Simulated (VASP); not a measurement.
BeS, 2 atoms in the cell. It takes space group I-4m2 (No. 119, tetragonal). The conventional cell has a = 3.515 Å, b = 3.515 Å, c = 5.133 Å, α = 90.00°, β = 90.00°, γ = 90.00°. Within 2.9 Å of Be (site symmetry -4m2) lie 4 S at 2.18 Å. S (site symmetry -4m2) has 4 Be at 2.18 Å within 2.9 Å.  This cell differs from its parent crystal: volume 15.853 Å^3 an atom, c/a of the conventional cell 1.0326.

```yaml
Program: VASP 6.6.1
Task: single point
Functional: PBEsol
Potentials_or_basis: VASP PAW PBE potentials, release 64 (Be, S)
Cutoff: 520 eV
k_mesh: 10 × 10 × 10
Occupations: gaussian, width 0.05 eV
Spin: no spin polarisation
Dipole_correction: no
Further_INCAR_settings: ALGO = Normal; EDIFF = 1e-07; NBANDS = 11
```

Potentials or basis: VASP PAW PBE potentials, release 64 (Be, S).

The run is started by

```sh
$ cat potpaw_PBE.64/Be/POTCAR potpaw_PBE.64/S/POTCAR > POTCAR
$ mpirun -np 1 vasp_std > vasp.out
```

Hardware: 1 thread of AMD EPYC 7R13, on a shared host.

Q: How long does it take, and how much memory?

A: Wall time 74 s on 1 thread of AMD EPYC 7R13 (shared host), peak memory 0.14 GiB. Counts: scf iterations 13, k points 102.
